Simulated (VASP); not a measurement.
# YZn15O16 (a cell with a defect) in VASP: single point with PBE

Aim: the single point of YZn15O16 (a cell with a defect) with PBE.

Program: VASP 6.6.1. These are calculated values, not measurements. Logs are shortened: lines on timing, memory, paths and dates and some standing lists are left out, and cuts for length are marked.

## Step 1: The cell of the first run

The cell holds a defect, 32 atoms: a = 6.499 Å, b = 6.499 Å, c = 10.411 Å, α = 90.00°, β = 90.00°, γ = 120.00°.

## Step 2: Single point, PBE

File INCAR:

```
PREC = Accurate
ENCUT = 520
EDIFF = 1E-6
ISMEAR = -1
SIGMA = 0.01
LREAL = Auto
LASPH = T
NELM = 100
ALGO = Normal
ISIF = 2
LWAVE = F
LCHARG = T
GGA = PE
LELF = T
LVHAR = T
NBANDS = 166
NELECT = 286.0
```

File KPOINTS:

```
regular mesh
0
Gamma
  3 3 2
```

File POSCAR:

```
YZn15O16
1.0
    6.4986160000      0.0000000000      0.0000000000
   -3.2493080000      5.6279665454      0.0000000000
    0.0000000000      0.0000000000     10.4114180000
Y Zn O
1 15 16
Direct
    0.1666666667      0.3333333333      0.2448591709
    0.1666666667      0.3333333333      0.7554376223
    0.1669008360      0.8334504180      0.2511590580
    0.1621286761      0.8310643381      0.7481915261
    0.6665495820      0.3330991640      0.2511590580
    0.6689356619      0.3378713239      0.7481915261
    0.6665495820      0.8334504180      0.2511590580
    0.6689356619      0.8310643381      0.7481915261
    0.3381547428      0.1618452572     -0.0105498077
    0.3361637197      0.1638362803      0.5078883921
    0.3381547428      0.6763094856     -0.0105498077
    0.3361637197      0.6723274395      0.5078883921
    0.8236905144      0.1618452572     -0.0105498077
    0.8276725605      0.1638362803      0.5078883921
    0.8333333333      0.6666666667      0.0005653739
    0.8333333333      0.6666666667      0.4978897342
    0.3445670239      0.1554329761      0.1821022604
    0.3327569329      0.1672430671      0.6951154252
    0.3445670239      0.6891340478      0.1821022604
    0.3327569329      0.6655138657      0.6951154252
    0.8108659522      0.1554329761      0.1821022604
    0.8344861343      0.1672430671      0.6951154252
    0.8333333333      0.6666666667      0.1924648062
    0.8333333333      0.6666666667      0.6861528631
    0.1666666667      0.3333333333      0.4505665222
    0.1666666667      0.3333333333      0.9498556769
    0.1688833440      0.8344416720      0.4397497816
    0.1613158703      0.8306579351      0.9377727744
    0.6655583280      0.3311166560      0.4397497816
    0.6693420649      0.3386841297      0.9377727744
    0.6655583280      0.8344416720      0.4397497816
    0.6693420649      0.8306579351      0.9377727744
```

Potentials or basis: VASP PAW PBE potentials, release 64 (Y_sv, Zn, O).

Launch:

```bash
> cat potpaw_PBE.64/Y_sv/POTCAR potpaw_PBE.64/Zn/POTCAR potpaw_PBE.64/O/POTCAR > POTCAR
> mpirun -np 1 vasp_std > vasp.out
```

OUTCAR:

```text
PREC = Accurate
   ENCUT = 520
   EDIFF = 1E-6
   ISMEAR = -1
   LREAL = Auto
   LASPH = T
   NELM = 100
   ISIF = 2
   GGA = PE
   NELECT = 286.0

 ion  position               nearest neighbor table
   1  0.167  0.333  0.245-  17 2.11  19 2.11  21 2.11  25 2.14  26 3.07   3 3.25   5 3.25   7 3.25
                             7 3.25   3 3.25   5 3.25   9 3.29  11 3.29  13 3.29  10 3.34  12 3.34
   2  0.167  0.333  0.755-  20 1.97  18 1.97  22 1.97  26 2.02
   3  0.167  0.833  0.251-  17 1.95  19 1.95  27 1.96  23 1.97   1 3.25   1 3.25
   4  0.162  0.831  0.748-  24 1.96  18 1.97  20 1.97  28 1.97
   5  0.667  0.333  0.251-  21 1.95  17 1.95  29 1.96  23 1.97   1 3.25   1 3.25
   6  0.669  0.338  0.748-  24 1.96  18 1.97  22 1.97  30 1.97
   7  0.667  0.833  0.251-  21 1.95  19 1.95  31 1.96  23 1.97   1 3.25   1 3.25
   8  0.669  0.831  0.748-  24 1.96  22 1.97  20 1.97  32 1.97
   9  0.338  0.162  0.989-  28 1.94  30 1.94  26 1.97  17 2.01   1 3.29
  10  0.336  0.164  0.508-  18 1.95  27 1.98  29 1.98  25 2.00   1 3.34
  11  0.338  0.676  0.989-  28 1.94  32 1.94  26 1.97  19 2.01   1 3.29
  12  0.336  0.672  0.508-  20 1.95  27 1.98  31 1.98  25 2.00   1 3.34
  13  0.824  0.162  0.989-  30 1.94  32 1.94  26 1.97  21 2.01   1 3.29
  14  0.828  0.164  0.508-  22 1.95  29 1.98  31 1.98  25 2.00   1 3.34
  15  0.833  0.667  0.001-  32 1.96  30 1.96  28 1.96  23 2.00
  16  0.833  0.667  0.498-  24 1.96  31 1.98  29 1.98  27 1.98
  17  0.345  0.155  0.182-   3 1.95   5 1.95   9 2.01   1 2.11
  18  0.333  0.167  0.695-  10 1.95   4 1.97   6 1.97   2 1.97
  19  0.345  0.689  0.182-   3 1.95   7 1.95  11 2.01   1 2.11
  20  0.333  0.666  0.695-  12 1.95   8 1.97   4 1.97   2 1.97
  21  0.811  0.155  0.182-   7 1.95   5 1.95  13 2.01   1 2.11
  22  0.834  0.167  0.695-  14 1.95   8 1.97   6 1.97   2 1.97
  23  0.833  0.667  0.192-   7 1.97   5 1.97   3 1.97  15 2.00
  24  0.833  0.667  0.686-   6 1.96   8 1.96   4 1.96  16 1.96
  25  0.167  0.333  0.451-  10 2.00  12 2.00  14 2.00   1 2.14
  26  0.167  0.333  0.950-   9 1.97  11 1.97  13 1.97   2 2.02   1 3.07
  27  0.169  0.834  0.440-   3 1.96  16 1.98  12 1.98  10 1.98
  28  0.161  0.831  0.938-  11 1.94   9 1.94  15 1.96   4 1.97
  29  0.666  0.331  0.440-   5 1.96  16 1.98  14 1.98  10 1.98
  30  0.669  0.339  0.938-  13 1.94   9 1.94  15 1.96   6 1.97
  31  0.666  0.834  0.440-   7 1.96  16 1.98  14 1.98  12 1.98
  32  0.669  0.831  0.938-  13 1.94  11 1.94  15 1.96   8 1.97

  LATTYP: Found a hexagonal cell.
 ALAT       =     6.4986160000
 C/A-ratio  =     1.6020977390

  Lattice vectors:

 A1 = (   6.4986160000,   0.0000000000,   0.0000000000)
 A2 = (  -3.2493080000,   5.6279665454,   0.0000000000)
 A3 = (   0.0000000000,   0.0000000000,  10.4114180000)

Analysis of symmetry for initial positions (statically):
=====================================================================
[... 176 lines left out ...]
   TEBEG  =    0.0;   TEEND  =   0.0 temperature during run
   PSTRESS=    0.0 pullay stress
   NELECT =     286.0000    total number of electrons
   NUPDOWN=      -1.0000    fix difference up-down
   EMIN   =  10.00;   EMAX   =-10.00  energy-range for DOS
   EFERMI =   0.00;   METHOD = LEGACY
   ISMEAR =    -1;   SIGMA  =   0.01  broadening in eV -4-tet -1-fermi 0-gaus
   EFERMI_NEDOS =   21; number of points for ismear=-14 and -15
   IALGO  =     38    algorithm
   IMIX   =      4    mixing-type and parameters
     AMIX     =   0.40;   BMIX     =  1.00
     AMIX_MAG =   1.60;   BMIX_MAG =  1.00
  volume/ion in A,a.u.               =      11.90        80.30
  Fermi-wavevector in a.u.,A,eV,Ry     =   1.488114  2.812127 30.129858  2.214482
  Thomas-Fermi vector in A             =   2.601189
   LORBIT       =      0    0 simple, 1 ext, 2 COOP (PROOUT), +10 PAW based schemes
   GGA     = PE    functional components
   LHFCALC =     F    Hartree Fock is set to
   AEXX    =    0.0000 exact exchange contribution
   IVDW    =     0    specifies the selected vdW correction
   LEPSILON=     F    determine dielectric tensor
   LRPA    =     F    only Hartree local field effects (RPA)
 non-spin polarized calculation
  energy-cutoff  :      520.00
  volume of cell :      380.79
 maximum number of plane-waves:     10266
   NGX = 25   NGY = 25   NGZ = 39

 number of electron     286.0000102 magnetization

 Free energy of the ion-electron system (eV)
  ---------------------------------------------------
  ext. energy  EPLUGINS =         0.00000000
  ---------------------------------------------------
  free energy    TOTEN  =      -154.19818388 eV

  energy without entropy =     -154.19818388  energy(sigma->0) =     -154.19818388

 E-fermi :   1.7366     XC(G=0): -10.9375

 val. band max:        1.5160557901   @ k =   0.0000   0.0000   0.0000
 cond. band min:       2.3788579074   @ k =   0.0000   0.0000   0.0000
 fundamental gap:      0.8628021173
 Fermi energy:         1.7366042832

 k-point     1 :       0.0000    0.0000    0.0000
  band No.  band energies     occupation
      1     -38.9580      2.00000
      2     -19.7244      2.00000
      3     -19.7244      2.00000
      4     -19.5869      2.00000
      5     -16.6439      2.00000
      6     -16.2738      2.00000
[... 937 lines left out ...]
    154       7.4464      0.00000
    155       8.0801      0.00000
 [bands above 155 left out]

------------------------ aborting loop because EDIFF is reached ----------------------------------------

  FORCE on cell =-STRESS in cart. coord.  units (eV):
  Direction    XX          YY          ZZ          XY          YZ          ZX
  --------------------------------------------------------------------------------------
  -------------------------------------------------------------------------------------
  Total       15.6057688     15.6057688     14.5792117     -0.0000000      0.0000000      0.0000000
  in kB       65.6619062     65.6619062     61.3426252     -0.0000000      0.0000000      0.0000000
  external PRESSURE =      64.2221459 kB  Pullay stress =       0.0000000 kB

 VOLUME and BASIS-vectors are now :
 -----------------------------------------------------------------------------
  energy-cutoff  :      520.00
  volume of cell :      380.79
      direct lattice vectors                 reciprocal lattice vectors
     6.498616000  0.000000000  0.000000000     0.153878918  0.088842035  0.000000000
    -3.249308000  5.627966545  0.000000000     0.000000000  0.177684070  0.000000000
     0.000000000  0.000000000 10.411418000     0.000000000  0.000000000  0.096048396

 POSITION                                       TOTAL-FORCE (eV/Angst)
 -----------------------------------------------------------------------------------
      0.00000      1.87599      2.54933        -0.000000      0.000000      0.001980
      0.00000      1.87599      7.86518        -0.000000      0.000000     -0.008872
     -1.62351      4.69063      2.61492        -0.010189     -0.005883      0.000853
     -1.64677      4.67720      7.78973         0.002849      0.001645     -0.005362
      3.24931      1.87467      2.61492        -0.000000      0.011765      0.000853
      3.24931      1.90153      7.78973        -0.000000     -0.003289     -0.005362
[... 24 lines left out ...]
      1.61385      4.69621      4.57842         0.001437     -0.000830      0.004636
      1.65073      4.67492      9.76354         0.007685     -0.004437      0.003001
 -----------------------------------------------------------------------------------
    total drift:                                0.000018     -0.000009     -0.008511

  FREE ENERGIE OF THE ION-ELECTRON SYSTEM (eV)
  ---------------------------------------------------
  free  energy   TOTEN  =      -154.1981838750 eV

  energy  without entropy=     -154.1981838750  energy(sigma->0) =     -154.19818388
```

OSZICAR:

```text
N       E                     dE             d eps       ncg     rms          rms(c)
DAV:   1     0.408425998031E+04    0.40843E+04   -0.12583E+05  1992   0.248E+03
DAV:   2     0.800634560376E+03   -0.32836E+04   -0.31422E+04  1992   0.692E+02
DAV:   3    -0.693768892477E+02   -0.87001E+03   -0.83013E+03  2094   0.281E+02
[... 11 lines left out ...]
DAV:  15    -0.154198160794E+03   -0.39604E-04   -0.28103E-04  2560   0.186E-01    0.274E-02
DAV:  16    -0.154198174188E+03   -0.13394E-04   -0.65958E-05  2800   0.531E-02    0.195E-02
DAV:  17    -0.154198181824E+03   -0.76360E-05   -0.32032E-05  2360   0.222E-02    0.122E-02
DAV:  18    -0.154198183602E+03   -0.17783E-05   -0.13171E-05  2600   0.186E-02    0.356E-03
DAV:  19    -0.154198183875E+03   -0.27284E-06   -0.28983E-06  1632   0.112E-02
   1 F= -.15419818E+03 E0= -.15419818E+03  d E =-.153513E-10
```

stdout:

```text
POSCAR found type information on POSCAR Y ZnO
 POSCAR found :  3 types and      32 ions
 scaLAPACK will be used
 LDA part: xc-table for (Slater+PW92), standard interpolation
 POSCAR, INCAR and KPOINTS ok, starting setup
 FFT: planning ... GRIDC
 FFT: planning ... GRID_SOFT
 FFT: planning ... GRID
 WAVECAR not read
 entering main loop
 the old and the new charge density differ
 old charge density:   287.00000 new  286.00001
    0.576E+01
```

Run time: 11 min. Hardware: 1 thread of Intel Xeon Platinum 8488C (Sapphire Rapids), shared host; peak memory 0.6 GiB.

Results:

* Free energy: -154.1982 eV
* Largest force: 0.056 eV/Å

Forces in eV/Å, atoms in the order of the input:
```
Y    0.000  0.000  0.002
Zn   0.000  0.000 -0.009
Zn  -0.010 -0.006  0.001
Zn   0.003  0.002 -0.005
Zn   0.000  0.012  0.001
Zn   0.000 -0.003 -0.005
Zn   0.010 -0.006  0.001
Zn  -0.003  0.002 -0.005
Zn  -0.015  0.009  0.000
Zn  -0.009  0.005 -0.026
Zn   0.000 -0.017  0.000
Zn   0.000 -0.011 -0.026
Zn   0.015  0.009  0.000
Zn   0.009  0.005 -0.026
Zn   0.000  0.000  0.018
Zn   0.000  0.000 -0.020
O   -0.048  0.028  0.003
O   -0.003  0.002  0.029
O    0.000 -0.056  0.003
O    0.000 -0.003  0.029
O    0.048  0.028  0.003
O    0.003  0.002  0.029
O    0.000  0.000 -0.005
O    0.000  0.000  0.009
O    0.000  0.000 -0.046
O    0.000  0.000  0.023
O   -0.001 -0.001  0.005
O   -0.008 -0.004  0.003
O    0.000  0.002  0.005
O    0.000  0.009  0.003
O    0.001 -0.001  0.005
O    0.008 -0.004  0.003
```

Caveat: the cell carries a net charge on a neutralising background, which shifts energy and pressure; the cell is charged against a uniform background, so pressure and absolute levels hang on convention.
